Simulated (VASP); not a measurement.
# AgCl (Fm-3m) in VASP: a series of runs

AgCl is run at these levels: PBEsol; tasks: vibrations by perturbation theory.

Everything below comes from runs of VASP 6.6.1. Logs are shortened: lines on timing, memory, paths and dates and some standing lists are left out, and cuts for length are marked.

### 1 The cell of the first run

It takes space group Fm-3m (No. 225, cubic). Conventional cell: a = 5.420 Å, b = 5.420 Å, c = 5.420 Å, α = 90.00°, β = 90.00°, γ = 90.00°. Within 3.6 Å of Ag (site symmetry m-3m) lie 6 Cl at 2.71 Å. Cl (site symmetry m-3m) has 6 Ag at 2.71 Å within 3.6 Å.

### 2 Vibrations by perturbation theory, PBEsol (19.90 Å³/atom)

File INCAR:

```
SYSTEM = AgCl
  PREC = Accurate
  ENCUT = 520
  EDIFF = 1E-8
  ISMEAR = 0
  SIGMA = 0.01
  LREAL = .FALSE.
  LASPH = .TRUE.
  NELM = 80
  ALGO = Normal
  ISIF = 2
  LWAVE = .FALSE.
  LCHARG = .FALSE.
  GGA = PS
  NBANDS = 16
  IBRION = 8
  NSW = 1
```

File KPOINTS:

```
regular mesh
0
G
  8 8 8
  0 0 0
```

File POSCAR:

```
AgCl
1.0
    0.0000000000      2.7100640271      2.7100640271
    2.7100640271      0.0000000000      2.7100640271
    2.7100640271      2.7100640271      0.0000000000
Ag Cl
1 1
Direct
    0.0000000000      0.0000000000      0.0000000000
    0.5000000000      0.5000000000      0.5000000000
```

Potentials or basis: VASP PAW PBE potentials, release 64 (Ag, Cl).

Run with:

```
> cat potpaw_PBE.64/Ag/POTCAR potpaw_PBE.64/Cl/POTCAR > POTCAR
> mpirun -np 1 vasp_std > vasp.out
```

OUTCAR:

```text
SYSTEM = AgCl
   PREC = Accurate
   ENCUT = 520
   EDIFF = 1E-8
   ISMEAR = 0
   LREAL = .FALSE.
   LASPH = .TRUE.
   NELM = 80
   ISIF = 2
   GGA = PS
   IBRION = 8
   NSW = 1

 ion  position               nearest neighbor table
   1  0.000  0.000  0.000-   2 2.71   2 2.71   2 2.71   2 2.71   2 2.71   2 2.71
   2  0.500  0.500  0.500-   1 2.71   1 2.71   1 2.71   1 2.71   1 2.71   1 2.71

  LATTYP: Found a face centered cubic cell.
 ALAT       =     5.4201280542

  Lattice vectors:

 A1 = (   0.0000000000,   2.7100640271,   2.7100640271)
 A2 = (   2.7100640271,   0.0000000000,   2.7100640271)
 A3 = (   2.7100640271,   2.7100640271,   0.0000000000)

Analysis of symmetry for initial positions (statically):
=====================================================================
 Subroutine PRICEL returns:
 Original cell was already a primitive cell.

 Routine SETGRP: Setting up the symmetry group for a
 face centered cubic supercell.

 Subroutine GETGRP returns: Found 48 space group operations
 (whereof 48 operations were pure point group operations)
 out of a pool of 48 trial point group operations.

The static configuration has the point symmetry O_h .

Analysis of symmetry for dynamics (positions and initial velocities):
=====================================================================
 Subroutine PRICEL returns:
 Original cell was already a primitive cell.

 Routine SETGRP: Setting up the symmetry group for a
 face centered cubic supercell.

 Subroutine GETGRP returns: Found 48 space group operations
 (whereof 48 operations were pure point group operations)
 out of a pool of 48 trial point group operations.

The dynamic configuration has the point symmetry O_h .

[... 620 lines left out ...]
  Total        0.1958597      0.1958597      0.1958597      0.0000000      0.0000000     -0.0000000
  in kB        7.8829163      7.8829163      7.8829163      0.0000000      0.0000000     -0.0000000
  external PRESSURE =       7.8829163 kB  Pullay stress =       0.0000000 kB

 VOLUME and BASIS-vectors are now :
 -----------------------------------------------------------------------------
  energy-cutoff  :      520.00
  volume of cell :       39.81
      direct lattice vectors                 reciprocal lattice vectors
     0.000000000  2.710064027  2.710064027    -0.184497486  0.184497486  0.184497486
     2.710064027  0.000000000  2.710064027     0.184497486 -0.184497486  0.184497486
     2.710064027  2.710064027  0.000000000     0.184497486  0.184497486 -0.184497486

 POSITION                                       TOTAL-FORCE (eV/Angst)
 -----------------------------------------------------------------------------------
      0.00000      0.00000      0.00000         0.000000      0.000000      0.000000
      2.71006      2.71006      2.71006        -0.000000     -0.000000     -0.000000
 -----------------------------------------------------------------------------------
    total drift:                               -0.000000      0.000000      0.000000

  FREE ENERGIE OF THE ION-ELECTRON SYSTEM (eV)
  ---------------------------------------------------
  free  energy   TOTEN  =        -6.0594607922 eV

  energy  without entropy=       -6.0594607922  energy(sigma->0) =       -6.05946079

[... ionic steps 2 to 3 ...]

--------------------------------------- Ionic step        4  -------------------------------------------

------------------------ aborting loop because EDIFF is reached ----------------------------------------

[... ionic steps 5 to 6 ...]

--------------------------------------- Ionic step        7  -------------------------------------------

 Free energy of the ion-electron system (eV)
  ---------------------------------------------------
  ---------------------------------------------------
  free energy    TOTEN  =        -0.18804684 eV

  energy without entropy =       -0.18804684

------------------------ aborting loop because EDIFF is reached ----------------------------------------

 INTERNAL STRAIN TENSOR  FOR ION    2  DIRECTION 1   (eV/Angst):
 -----------------------------------------------------------------------------
     0.00471  0.00000  0.00000
     0.00000  0.01622 -0.00000
     0.00000 -0.00000  0.01622

 INTERNAL STRAIN TENSOR FOR ION    2 for displacements in x,y,z  (eV/Angst):
          X           Y           Z          XY          YZ          ZX
  --------------------------------------------------------------------------------
  x     0.00000     0.00000     0.00000     0.00000     0.00000     0.00000
  y     0.00000     0.00000     0.00000     0.00000     0.00000     0.00000
  z     0.00000     0.00000     0.00000     0.00000     0.00000     0.00000

 SECOND DERIVATIVES (NOT SYMMETRIZED)
 ------------------------------------
               1X          1Y          1Z          2X          2Y          2Z
  1X    -1.465921    0.000000    0.000000    1.465921    0.000000    0.000000
  1Y     0.000000   -1.465921    0.000000    0.000000    1.465921    0.000000
  1Z     0.000000    0.000000   -1.465921    0.000000    0.000000    1.465921
  2X     1.470205    0.000000    0.000000   -1.470205    0.000000    0.000000
  2Y     0.000000    1.470205    0.000000    0.000000   -1.470205    0.000000
  2Z     0.000000    0.000000    1.470205    0.000000    0.000000   -1.470205

 Eigenvectors and eigenvalues of the dynamical matrix
 ----------------------------------------------------

   1 f  =    3.668304 THz    23.048633 2PiTHz  122.361447 cm-1    15.170879 meV
             X         Y         Z           dx          dy          dz
      0.000000  0.000000  0.000000    -0.496815    0.000000    0.000000
      2.710064  2.710064  2.710064     0.867857    0.000000    0.000000
[... 21 lines left out ...]
   6 f/i=    0.002308 THz     0.014502 2PiTHz    0.076988 cm-1     0.009545 meV
             X         Y         Z           dx          dy          dz
      0.000000  0.000000  0.000000    -0.867857    0.000000    0.000000
      2.710064  2.710064  2.710064    -0.496815    0.000000    0.000000

--------------------------------------------------------------------------------------------------------

 ELASTIC MODULI CONTR FROM IONIC RELAXATION (kBar)
 Direction    XX          YY          ZZ          XY          YZ          ZX
 --------------------------------------------------------------------------------
 XX           0.0000      0.0000      0.0000      0.0000      0.0000      0.0000
 YY           0.0000      0.0000      0.0000      0.0000      0.0000      0.0000
 ZZ           0.0000      0.0000      0.0000      0.0000      0.0000      0.0000
 XY           0.0000      0.0000      0.0000      0.0000      0.0000      0.0000
 YZ           0.0000      0.0000      0.0000      0.0000      0.0000      0.0000
 ZX           0.0000      0.0000      0.0000      0.0000      0.0000      0.0000
 --------------------------------------------------------------------------------
```

OSZICAR:

```text
N       E                     dE             d eps       ncg     rms          rms(c)
DAV:   1     0.100224595884E+03    0.10022E+03   -0.85792E+03   928   0.102E+03
DAV:   2    -0.267690309683E+01   -0.10290E+03   -0.95038E+02  1208   0.227E+02
DAV:   3    -0.619459510581E+01   -0.35177E+01   -0.35108E+01  1096   0.440E+01
[... 41 lines left out ...]
RMM:   7    -0.188048937836E+00   -0.64413E-05   -0.58725E-08  3043   0.870E-04    0.145E-04
RMM:   8    -0.188047375725E+00    0.15621E-05   -0.55043E-09  3258   0.171E-04    0.103E-04
RMM:   9    -0.188046857367E+00    0.51836E-06   -0.17150E-09  3233   0.109E-04    0.134E-05
RMM:  10    -0.188046812043E+00    0.45324E-07   -0.25520E-08  3340   0.358E-05    0.183E-06
RMM:  11    -0.188046831061E+00   -0.19018E-07   -0.57791E-08  3110   0.234E-05    0.168E-06
RMM:  12    -0.188046837276E+00   -0.62149E-08   -0.23985E-08  2055   0.204E-05    0.358E-07
 Linear response finished
```

stdout:

```text
POSCAR found type information on POSCAR AgCl
 POSCAR found :  2 types and       2 ions
 scaLAPACK will be used
 -----------------------------------------------------------------------------
|                                                                             |
|                                                                             |
|     You enforced a specific xc type in the INCAR file but a different       |
|     I HOPE YOU KNOW WHAT YOU ARE DOING!                                     |
|                                                                             |
 -----------------------------------------------------------------------------

 LDA part: xc-table for (Slater+PW92), standard interpolation
 POSCAR, INCAR and KPOINTS ok, starting setup
 FFT: planning ... GRIDC
 FFT: planning ... GRID_SOFT
 FFT: planning ... GRID
 WAVECAR not read
 entering main loop
 Linear response reoptimize wavefunctions to high precision
 Linear response DOF=           2
 Linear response progress:
 first order change of Fermi-energy  -0.26173E-03
 force on displaced ion       1 direction 1 :  -1.466   0.000   0.000
 Linear response progress:
 first order change of Fermi-energy   0.10864E-02
 force on displaced ion       2 direction 1 :  -1.470   0.000   0.000
 Linear response finished
```

It took 2.2 min on 1 thread of Intel Xeon Platinum 8375C at 2.90GHz (Ice Lake), shared host; peak memory 0.25 GiB.

Results:

```yaml
Highest_phonon_frequency_at_Γ_LO-TO_splitting_left_out: 122 cm⁻¹
```

Phonon frequencies in cm⁻¹ (negative: imaginary):
```
              q point        frequencies
(0.000, 0.000, 0.000)  0 0 0 122 122 122
```

Caveat: the PAW data sets were made with another functional, which shifts forces and pressure a little.

### 3 Vibrations by perturbation theory, PBEsol

This run uses another cell than the first one, of 20.21 Å³/atom.

File INCAR:

```
ALGO = Normal
EDIFF = 1E-8
ENCUT = 520
GGA = PS
IBRION = 8
ISIF = 2
ISMEAR = 0
LASPH = T
LCHARG = T
LREAL = F
LWAVE = F
NELM = 80
NSW = 1
PREC = Accurate
SIGMA = 0.01
```

File KPOINTS:

```
k-points
0
Gamma
  8 8 8
```

File POSCAR:

```
AgCl
1.0
    0.0000000000      2.7237514513      2.7237514513
    2.7237514513      0.0000000000      2.7237514513
    2.7237514513      2.7237514513      0.0000000000
Ag Cl
1 1
Direct
    0.0000000000      0.0000000000      0.0000000000
    0.5000000000      0.5000000000      0.5000000000
```

Potentials or basis: VASP PAW PBE potentials, release 64 (Ag, Cl).

Run with:

```
> cat potpaw_PBE.64/Ag/POTCAR potpaw_PBE.64/Cl/POTCAR > POTCAR
> mpirun -np 1 vasp_std > vasp.out
```

OUTCAR:

```text
EDIFF = 1E-8
   ENCUT = 520
   GGA = PS
   IBRION = 8
   ISIF = 2
   ISMEAR = 0
   LASPH = T
   LREAL = F
   NELM = 80
   NSW = 1
   PREC = Accurate

 ion  position               nearest neighbor table
   1  0.000  0.000  0.000-   2 2.72   2 2.72   2 2.72   2 2.72   2 2.72   2 2.72
   2  0.500  0.500  0.500-   1 2.72   1 2.72   1 2.72   1 2.72   1 2.72   1 2.72

  LATTYP: Found a face centered cubic cell.
 ALAT       =     5.4475029026

  Lattice vectors:

 A1 = (   0.0000000000,   2.7237514513,   2.7237514513)
 A2 = (   2.7237514513,   0.0000000000,   2.7237514513)
 A3 = (   2.7237514513,   2.7237514513,   0.0000000000)

Analysis of symmetry for initial positions (statically):
=====================================================================
 Subroutine PRICEL returns:
 Original cell was already a primitive cell.

 Routine SETGRP: Setting up the symmetry group for a
 face centered cubic supercell.

 Subroutine GETGRP returns: Found 48 space group operations
 (whereof 48 operations were pure point group operations)
 out of a pool of 48 trial point group operations.

The static configuration has the point symmetry O_h .

Analysis of symmetry for dynamics (positions and initial velocities):
=====================================================================
 Subroutine PRICEL returns:
 Original cell was already a primitive cell.

 Routine SETGRP: Setting up the symmetry group for a
 face centered cubic supercell.

 Subroutine GETGRP returns: Found 48 space group operations
 (whereof 48 operations were pure point group operations)
[... 569 lines left out ...]
 -----------------------------------------------------------------------------------
    total drift:                               -0.000000      0.000000      0.000000

  FREE ENERGIE OF THE ION-ELECTRON SYSTEM (eV)
  ---------------------------------------------------
  free  energy   TOTEN  =        -6.0610562114 eV

  energy  without entropy=       -6.0610562114  energy(sigma->0) =       -6.06105621

[... ionic steps 2 to 3 ...]

--------------------------------------- Ionic step        4  -------------------------------------------

------------------------ aborting loop because EDIFF is reached ----------------------------------------

[... ionic steps 5 to 6 ...]

--------------------------------------- Ionic step        7  -------------------------------------------

 Free energy of the ion-electron system (eV)
  ---------------------------------------------------
  ---------------------------------------------------
  free energy    TOTEN  =        -0.18826767 eV

  energy without entropy =       -0.18826767

------------------------ aborting loop because EDIFF is reached ----------------------------------------

 INTERNAL STRAIN TENSOR  FOR ION    2  DIRECTION 1   (eV/Angst):
 -----------------------------------------------------------------------------
     0.00552 -0.00000  0.00000
     0.00000  0.01564  0.00000
     0.00000  0.00000  0.01564

 INTERNAL STRAIN TENSOR FOR ION    2 for displacements in x,y,z  (eV/Angst):
          X           Y           Z          XY          YZ          ZX
  --------------------------------------------------------------------------------
  x     0.00000     0.00000     0.00000     0.00000     0.00000     0.00000
  y     0.00000     0.00000     0.00000     0.00000     0.00000     0.00000
  z     0.00000     0.00000     0.00000     0.00000     0.00000     0.00000

 SECOND DERIVATIVES (NOT SYMMETRIZED)
 ------------------------------------
               1X          1Y          1Z          2X          2Y          2Z
  1X    -1.314115    0.000000    0.000000    1.314115    0.000000    0.000000
  1Y     0.000000   -1.314115    0.000000    0.000000    1.314115    0.000000
  1Z     0.000000    0.000000   -1.314115    0.000000    0.000000    1.314115
  2X     1.304496    0.000000    0.000000   -1.304496    0.000000    0.000000
  2Y     0.000000    1.304496    0.000000    0.000000   -1.304496    0.000000
  2Z     0.000000    0.000000    1.304496    0.000000    0.000000   -1.304496

 Eigenvectors and eigenvalues of the dynamical matrix
 ----------------------------------------------------

   1 f  =    3.459796 THz    21.738537 2PiTHz  115.406362 cm-1    14.308559 meV
             X         Y         Z           dx          dy          dz
      0.000000  0.000000  0.000000    -0.498738    0.000000    0.000000
      2.723751  2.723751  2.723751     0.866753    0.000000    0.000000
[... 21 lines left out ...]
   6 f/i=    0.005494 THz     0.034518 2PiTHz    0.183248 cm-1     0.022720 meV
             X         Y         Z           dx          dy          dz
      0.000000  0.000000  0.000000     0.000000    0.000000    0.866753
      2.723751  2.723751  2.723751     0.000000    0.000000    0.498738

--------------------------------------------------------------------------------------------------------

 ELASTIC MODULI CONTR FROM IONIC RELAXATION (kBar)
 Direction    XX          YY          ZZ          XY          YZ          ZX
 --------------------------------------------------------------------------------
 XX           0.0000      0.0000      0.0000      0.0000      0.0000      0.0000
 YY           0.0000      0.0000      0.0000      0.0000      0.0000      0.0000
 ZZ           0.0000      0.0000      0.0000      0.0000      0.0000      0.0000
 XY           0.0000      0.0000      0.0000      0.0000      0.0000      0.0000
 YZ           0.0000      0.0000      0.0000      0.0000      0.0000      0.0000
 ZX           0.0000      0.0000      0.0000      0.0000      0.0000      0.0000
 --------------------------------------------------------------------------------
```

stdout:

```text
POSCAR found type information on POSCAR AgCl
 POSCAR found :  2 types and       2 ions
 scaLAPACK will be used
 -----------------------------------------------------------------------------
|                                                                             |
|                                                                             |
|     You enforced a specific xc type in the INCAR file but a different       |
|     I HOPE YOU KNOW WHAT YOU ARE DOING!                                     |
|                                                                             |
 -----------------------------------------------------------------------------

 LDA part: xc-table for (Slater+PW92), standard interpolation
 POSCAR, INCAR and KPOINTS ok, starting setup
 FFT: planning ... GRIDC
 FFT: planning ... GRID_SOFT
 FFT: planning ... GRID
 WAVECAR not read
 entering main loop
 Linear response reoptimize wavefunctions to high precision
 Linear response DOF=           2
 Linear response progress:
 first order change of Fermi-energy  -0.24513E-03
 force on displaced ion       1 direction 1 :  -1.314   0.000   0.000
 Linear response progress:
 first order change of Fermi-energy   0.98820E-03
 force on displaced ion       2 direction 1 :  -1.304   0.000   0.000
 Linear response finished
```

Wall time 1.8 min (1 thread of Intel Xeon Platinum 8375C at 2.90GHz (Ice Lake), shared host); peak memory 0.24 GiB.

What came out:

* Highest phonon frequency at Γ, LO-TO splitting left out: 115 cm⁻¹

Phonon frequencies in cm⁻¹ (negative: imaginary):
| q point | frequencies |
| --- | --- |
| (0.000, 0.000, 0.000) | 0 0 0 115 115 115 |

Caveat: the PAW data sets were made with another functional, which shifts forces and pressure a little.
